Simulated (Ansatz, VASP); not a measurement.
## SnO2 in VASP and in Ansatz

```
CELL_PARAMETERS angstrom
3.30150 1.90612 4.08687
-3.30150 1.90612 4.08687
0.00000 -3.81224 4.08687
ATOMIC_POSITIONS crystal
Sn 0.86454 0.86454 0.86454
Sn 0.36487 0.36487 0.86488
Sn 0.36487 0.86488 0.36487
Sn 0.86488 0.36487 0.36487
O 0.11991 0.61961 0.61961
O 0.61961 0.11991 0.61961
O 0.61961 0.61961 0.11991
O 0.60994 0.60994 0.60994
O 0.11985 0.11985 0.11985
O 0.10969 0.10969 0.61000
O 0.10969 0.61000 0.10969
O 0.61000 0.10969 0.10969
```

Alike in both runs: task single point; functional LDA; k mesh 6 × 6 × 6; occupations gaussian, width 0.05 eV; no spin polarisation.

|  | VASP | Ansatz |
| --- | --- | --- |
| version | VASP 6.6.1 | Ansatz 0.2.0 |
| potentials or method | VASP PAW LDA potentials, release 64 (Sn_d, O), cutoff 520 eV | scalar-relativistic, plane waves, PAW |
| valence electrons in the cell | 104 | 104 |

|  | VASP | Ansatz | Ansatz less VASP |
| --- | --- | --- | --- |
| gap on the k mesh at the Fermi level (eV) | 0.91 | 0.91 | -0.003 |
| least direct gap on the mesh (eV) | 0.91 | 0.91 | -0.003 |
| pressure (GPa) | -10.5 | -11.5 | -0.97 |
| traceless stress, the component that is largest in VASP (GPa) | 4.59 | 5.26 | +0.668 |
| rms of the force components (eV/Å) | 0.204 | 0.236 | +0.0323 |

Ansatz warns that its potentials were made for another functional, while VASP's fit it. LDA's correlation is that of Perdew and Zunger in VASP and of Perdew and Wang (1992) in Ansatz. Atom by atom the forces differ by 0.032 eV/Å (rms over components).
